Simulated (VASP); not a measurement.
# TePb (F-43m) in VASP: settings compared

TePb is run at these levels: PBE, r2SCAN; tasks: single point.

Program: VASP 6.6.1. These are calculated values, not measurements. Logs are shortened: lines on timing, memory, paths and dates and some standing lists are left out, and cuts for length are marked.

## Step 1: The cell of the first run

The structure is cubic, space group F-43m (No. 216). Conventional cell: a = 7.283 Å, b = 7.283 Å, c = 7.283 Å, α = 90.00°, β = 90.00°, γ = 90.00°. Pb (site symmetry -43m) has 4 Te at 3.15 Å within 4.1 Å. Te (site symmetry -43m) has 4 Pb at 3.15 Å within 4.1 Å.

## Step 2: Single point, PBE

File INCAR:

```
SYSTEM = TePb
ALGO     = Normal         ! electronic algorithm
EDIFF    = 1E-6           ! SCF threshold, eV
ENCUT    = 520            ! plane-wave cutoff, eV
GGA      = PE             ! functional
ISIF     = 2              ! what is computed and relaxed
ISMEAR   = 0              ! smearing method
LASPH    = .True.         ! aspherical terms in the spheres
LCHARG   = .False.        ! write CHGCAR
LREAL    = .False.        ! projectors in reciprocal space
LWAVE    = .False.        ! write WAVECAR
NBANDS   = 17             ! bands
NELM     = 60             ! most SCF steps
PREC     = Accurate       ! precision mode
SIGMA    = 0.01           ! smearing width, eV
```

File KPOINTS:

```
k-points
0
Gamma
  4 4 4
  0 0 0
```

File POSCAR:

```
TePb
1.0
    0.0000000000      3.6414940830      3.6414940830
    3.6414940830      0.0000000000      3.6414940830
    3.6414940830      3.6414940830      0.0000000000
Pb Te
1 1
Direct
    0.0000000000      0.0000000000      0.0000000000
    0.2500000000      0.2500000000      0.2500000000
```

Potentials or basis: VASP PAW PBE potentials, release 64 (Pb_d, Te).

The run is started by

```sh
$ cat potpaw_PBE.64/Pb_d/POTCAR potpaw_PBE.64/Te/POTCAR > POTCAR
$ mpirun -np 1 vasp_std > vasp.out
```

OUTCAR:

```text
SYSTEM = TePb
   EDIFF = 1E-6
   ENCUT = 520
   GGA = PE
   ISIF = 2
   ISMEAR = 0
   LASPH = .True.
   LREAL = .False.
   NELM = 60
   PREC = Accurate

 ion  position               nearest neighbor table
   1  0.000  0.000  0.000-   2 3.15   2 3.15   2 3.15   2 3.15
   2  0.250  0.250  0.250-   1 3.15   1 3.15   1 3.15   1 3.15

  LATTYP: Found a face centered cubic cell.
 ALAT       =     7.2829881660

  Lattice vectors:

 A1 = (   0.0000000000,   3.6414940830,   3.6414940830)
 A2 = (   3.6414940830,   0.0000000000,   3.6414940830)
 A3 = (   3.6414940830,   3.6414940830,   0.0000000000)

Analysis of symmetry for initial positions (statically):
=====================================================================
 Subroutine PRICEL returns:
 Original cell was already a primitive cell.

 Routine SETGRP: Setting up the symmetry group for a
 face centered cubic supercell.

 Subroutine GETGRP returns: Found 24 space group operations
 (whereof 24 operations were pure point group operations)
 out of a pool of 48 trial point group operations.

The static configuration has the point symmetry T_d .

Analysis of symmetry for dynamics (positions and initial velocities):
=====================================================================
 Subroutine PRICEL returns:
 Original cell was already a primitive cell.

 Routine SETGRP: Setting up the symmetry group for a
 face centered cubic supercell.

 Subroutine GETGRP returns: Found 24 space group operations
 (whereof 24 operations were pure point group operations)
 out of a pool of 48 trial point group operations.

The dynamic configuration has the point symmetry T_d .

 Subroutine INISYM returns: Found 24 space group operations
 (whereof 24 operations are pure point group operations),
 and found     1 'primitive' translations

----------------------------------------------------------------------------------------

                                     Primitive cell

  volume of cell :      96.5759

  direct lattice vectors                    reciprocal lattice vectors
     0.000000000  3.641494083  3.641494083    -0.137306278  0.137306278  0.137306278
     3.641494083  0.000000000  3.641494083     0.137306278 -0.137306278  0.137306278
     3.641494083  3.641494083  0.000000000     0.137306278  0.137306278 -0.137306278

  length of vectors
     5.149850319  5.149850319  5.149850319     0.237821450  0.237821450  0.237821450

  position of ions in fractional coordinates (direct lattice)
     0.000000000  0.000000000  0.000000000
     0.250000000  0.250000000  0.250000000

  ion indices of the primitive-cell ions
   primitive index   ion index
                 1           1
                 2           2

----------------------------------------------------------------------------------------

 KPOINTS: k-points

Automatic generation of k-mesh.
 Grid dimensions read from file:
 generate k-points for:    4    4    4

 Generating k-lattice:

  Cartesian coordinates                     Fractional coordinates (reciprocal lattice)
    -0.034326570  0.034326570  0.034326570     0.250000000  0.000000000  0.000000000
     0.034326570 -0.034326570  0.034326570     0.000000000  0.250000000  0.000000000
     0.034326570  0.034326570 -0.034326570     0.000000000  0.000000000  0.250000000

  Length of vectors
     0.059455363  0.059455363  0.059455363

  Shift w.r.t. Gamma in fractional coordinates (k-lattice)
     0.000000000  0.000000000  0.000000000

 Subroutine IBZKPT returns following result:
 ===========================================

 Found      8 irreducible k-points:

 Following reciprocal coordinates:
            Coordinates               Weight
  0.000000  0.000000  0.000000      1.000000
  0.250000  0.000000  0.000000      8.000000
  0.500000  0.000000  0.000000      4.000000
  0.250000  0.250000  0.000000      6.000000
  0.500000  0.250000  0.000000     24.000000
 -0.250000  0.250000  0.000000     12.000000
  0.500000  0.500000  0.000000      3.000000
 -0.250000  0.500000  0.250000      6.000000
   k-points           NKPTS =      8   k-points in BZ     NKDIM =      8   number of bands    NBANDS=     17
   number of dos      NEDOS =    301   number of ions     NIONS =      2
   total plane-waves  NPLWV =  64000
   dimension x,y,z NGX =    40 NGY =   40 NGZ =   40
   dimension x,y,z NGXF=    80 NGYF=   80 NGZF=   80
   ions per type =               1   1
   NGX,Y,Z   is equivalent  to a cutoff of  12.91, 12.91, 12.91 a.u.
   NGXF,Y,Z  is equivalent  to a cutoff of  25.83, 25.83, 25.83 a.u.
 SYSTEM =  TePb
   PREC   = accura    normal or accurate (medium, high low for compatibility)
   ISTART =      0    job   : 0-new  1-cont  2-samecut
   ICHARG =      2    charge: 1-file 2-atom 10-const
   ISPIN  =      1    spin polarized calculation?
   LNONCOLLINEAR =      F non collinear calculations
   LSORBIT =      F    spin-orbit coupling
   LASPH  =      T    aspherical Exc in radial PAW
   ENCUT  =  520.0 eV  38.22 Ry    6.18 a.u.   9.58  9.58  9.58*2*pi/ulx,y,z
   NELM   =     60;   NELMIN=  2; NELMDL= -5     # of ELM steps
   EDIFF  = 0.1E-05   stopping-criterion for ELM
   LREAL  =      F    real-space projection
   EDIFFG = 0.1E-04   stopping-criterion for IOM
   NSW    =      0    number of steps for IOM
   IBRION =     -1    ionic relax: 0-MD 1-quasi-New 2-CG
   NFREE  =      0    steps in history (QN), initial steepest desc. (CG)
   ISIF   =      2    stress and relaxation
   ISYM   =      2    0-nonsym 1-usesym 2-fastsym
   POTIM  = 0.5000    time-step for ionic-motion
   TEBEG  =    0.0;   TEEND  =   0.0 temperature during run
   PSTRESS=    0.0 pullay stress
   NELECT =      20.0000    total number of electrons
   NUPDOWN=      -1.0000    fix difference up-down
   EMIN   =  10.00;   EMAX   =-10.00  energy-range for DOS
   EFERMI =   0.00;   METHOD = LEGACY
   ISMEAR =     0;   SIGMA  =   0.01  broadening in eV -4-tet -1-fermi 0-gaus
   EFERMI_NEDOS =   21; number of points for ismear=-14 and -15
   IALGO  =     38    algorithm
   IMIX   =      4    mixing-type and parameters
     AMIX     =   0.40;   BMIX     =  1.00
     AMIX_MAG =   1.60;   BMIX_MAG =  1.00
  volume/ion in A,a.u.               =      48.29       325.86
  Fermi-wavevector in a.u.,A,eV,Ry     =   0.968565  1.830322 12.763860  0.938117
  Thomas-Fermi vector in A             =   2.098544
   LORBIT       =      0    0 simple, 1 ext, 2 COOP (PROOUT), +10 PAW based schemes
   GGA     = PE    functional components
   LHFCALC =     F    Hartree Fock is set to
   AEXX    =    0.0000 exact exchange contribution
   IVDW    =     0    specifies the selected vdW correction
   LEPSILON=     F    determine dielectric tensor
   LRPA    =     F    only Hartree local field effects (RPA)
 non-spin polarized calculation
 Gauss-broadening in eV      SIGMA  =   0.01
  energy-cutoff  :      520.00
  volume of cell :       96.58
 maximum number of plane-waves:      2637
 NGX is ok and might be reduce to    40
   NGX = 19   NGY = 19   NGZ = 19

 number of electron      20.0000000 magnetization

 Free energy of the ion-electron system (eV)
  ---------------------------------------------------
  ext. energy  EPLUGINS =         0.00000000
  ---------------------------------------------------
  free energy    TOTEN  =        -7.15061360 eV

  energy without entropy =       -7.15061360  energy(sigma->0) =       -7.15061360

 E-fermi :   2.8747     XC(G=0):  -7.4501

 val. band max:        2.7954796088   @ k =  -0.2500   0.5000   0.2500
 cond. band min:       3.3840353084   @ k =   0.5000   0.5000   0.0000
 fundamental gap:      0.5885556996
 Fermi energy:         2.8747236966

 k-point     1 :       0.0000    0.0000    0.0000
  band No.  band energies     occupation
      1     -14.1517      2.00000
      2     -14.1517      2.00000
      3     -14.1517      2.00000
      4     -14.1282      2.00000
      5     -14.1282      2.00000
      6      -8.5934      2.00000
[... 9 lines left out ...]
     16       9.8499      0.00000
     17      10.7462      0.00000

 k-point     2 :       0.2500    0.0000    0.0000
  band No.  band energies     occupation
      1     -14.1563      2.00000
      2     -14.1493      2.00000
      3     -14.1493      2.00000
      4     -14.1280      2.00000
      5     -14.1280      2.00000
      6      -8.2935      2.00000
[... 9 lines left out ...]
     16       9.2032      0.00000
     17      10.2725      0.00000

 k-point     3 :       0.5000    0.0000    0.0000
  band No.  band energies     occupation
      1     -14.1609      2.00000
      2     -14.1472      2.00000
      3     -14.1472      2.00000
      4     -14.1275      2.00000
      5     -14.1275      2.00000
      6      -7.8835      2.00000
[... 9 lines left out ...]
     16      10.1268      0.00000
     17      10.1268      0.00000

 k-point     4 :       0.2500    0.2500    0.0000
  band No.  band energies     occupation
      1     -14.1608      2.00000
      2     -14.1467      2.00000
      3     -14.1467      2.00000
      4     -14.1296      2.00000
      5     -14.1268      2.00000
      6      -8.1812      2.00000
[... 9 lines left out ...]
     16      10.3676      0.00000
     17      12.0021      0.00000

 k-point     5 :       0.5000    0.2500    0.0000
  band No.  band energies     occupation
      1     -14.1646      2.00000
      2     -14.1450      2.00000
      3     -14.1443      2.00000
      4     -14.1295      2.00000
      5     -14.1266      2.00000
      6      -7.7279      2.00000
[... 9 lines left out ...]
     16      10.4087      0.00000
     17      11.0796      0.00000

 k-point     6 :      -0.2500    0.2500    0.0000
  band No.  band energies     occupation
      1     -14.1613      2.00000
      2     -14.1465      2.00000
      3     -14.1464      2.00000
      4     -14.1281      2.00000
      5     -14.1278      2.00000
      6      -7.8979      2.00000
[... 9 lines left out ...]
     16      10.0216      0.00000
     17      11.0859      0.00000

 k-point     7 :       0.5000    0.5000    0.0000
  band No.  band energies     occupation
      1     -14.1696      2.00000
      2     -14.1417      2.00000
      3     -14.1417      2.00000
      4     -14.1313      2.00000
      5     -14.1254      2.00000
      6      -7.5261      2.00000
[... 9 lines left out ...]
     16      11.3694      0.00000
     17      11.4680      0.00000

 k-point     8 :      -0.2500    0.5000    0.2500
  band No.  band energies     occupation
      1     -14.1659      2.00000
      2     -14.1455      2.00000
      3     -14.1419      2.00000
      4     -14.1296      2.00000
      5     -14.1268      2.00000
      6      -7.5221      2.00000
[... 9 lines left out ...]
     16      10.9912      0.00000
     17      11.1678      0.00000

------------------------ aborting loop because EDIFF is reached ----------------------------------------

  FORCE on cell =-STRESS in cart. coord.  units (eV):
  Direction    XX          YY          ZZ          XY          YZ          ZX
  --------------------------------------------------------------------------------------
  -------------------------------------------------------------------------------------
  Total        0.2746135      0.2746135      0.2746135      0.0000000      0.0000000      0.0000000
  in kB        4.5557898      4.5557898      4.5557898      0.0000000      0.0000000      0.0000000
  external PRESSURE =       4.5557898 kB  Pullay stress =       0.0000000 kB

 VOLUME and BASIS-vectors are now :
 -----------------------------------------------------------------------------
  energy-cutoff  :      520.00
  volume of cell :       96.58
      direct lattice vectors                 reciprocal lattice vectors
     0.000000000  3.641494083  3.641494083    -0.137306278  0.137306278  0.137306278
     3.641494083  0.000000000  3.641494083     0.137306278 -0.137306278  0.137306278
     3.641494083  3.641494083  0.000000000     0.137306278  0.137306278 -0.137306278

 POSITION                                       TOTAL-FORCE (eV/Angst)
 -----------------------------------------------------------------------------------
      0.00000      0.00000      0.00000        -0.000000      0.000000      0.000000
      1.82075      1.82075      1.82075         0.000000     -0.000000     -0.000000
 -----------------------------------------------------------------------------------
    total drift:                                0.000000      0.000000      0.000000

  FREE ENERGIE OF THE ION-ELECTRON SYSTEM (eV)
  ---------------------------------------------------
  free  energy   TOTEN  =        -7.1506135992 eV

  energy  without entropy=       -7.1506135992  energy(sigma->0) =       -7.15061360
```

Wall time 20 s (1 thread of AMD EPYC 7R13, shared host); peak memory 0.24 GiB.

What came out:

| Property | Result |
| --- | --- |
| Free energy | -7.1506 eV |
| Pressure | 0.5 GPa |
| Band gap on the k mesh | 0.59 eV, indirect (least direct gap 1.19 eV) |

Levels at points of the mesh, in eV from the valence-band top:
| k point | band 7 | band 8 | band 9 | band 10 | band 11 | band 12 | band 13 | band 14 |
| --- | --- | --- | --- | --- | --- | --- | --- | --- |
| (0.00, 0.00, 0.00) | -6.23 | -1.46 | -1.46 | -1.46 | 1.52 | 1.52 | 1.52 | 4.10 |
| (0.50, 0.00, 0.00) | -7.86 | -2.01 | -2.01 | -1.94 | 2.33 | 2.33 | 3.72 | 5.80 |
| (0.50, 0.50, 0.00) | -8.36 | -2.68 | -2.68 | -0.60 | 0.59 | 4.39 | 4.39 | 5.66 |

Caveat: spin-orbit coupling is left out, which moves the levels of the heavy elements. A k mesh can miss the band edges.

(Continued in part 2 of 2.)
